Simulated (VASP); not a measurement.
LiF: single point with PBE

Crystal: LiF.

```
CELL_PARAMETERS angstrom
0.00000 2.14461 2.14461
2.14461 0.00000 2.14461
2.14461 2.14461 0.00000
ATOMIC_POSITIONS crystal
Li 0.00000 0.00000 0.00000
F 0.25000 0.25000 0.25000
```

* Program: VASP 6.6.1
* Task: single point
* Functional: PBE
* Potentials or basis: VASP PAW PBE potentials, release 64 (Li_sv, F)
* Cutoff: 520 eV
* k mesh: 6 × 6 × 6
* Occupations: gaussian, width 0.01 eV
* Spin: no spin polarisation
* Dipole correction: no
* Further INCAR settings: ALGO = Normal; EDIFF = 1e-06; NBANDS = 12

| Item | Value |
| --- | --- |
| Band gap on the k mesh | 7.92 eV, direct |

Levels at points of the mesh, in eV from the valence-band top:
```
           k point  band 3  band 4  band 5  band 6  band 7  band 8
(0.00, 0.00, 0.00)    0.00    0.00    0.00    7.92   19.49   19.49
(0.50, 0.00, 0.00)   -2.00   -0.26   -0.26   11.96   14.98   19.13
(0.50, 0.50, 0.00)   -1.41   -0.81   -0.81   10.60   15.98   19.53
```

Wall time 10 s on 1 thread of AMD EPYC 7R13, on a shared host, peak memory 0.1 GiB.

Caveat: the k points lie up to 0.42 Å⁻¹ apart.
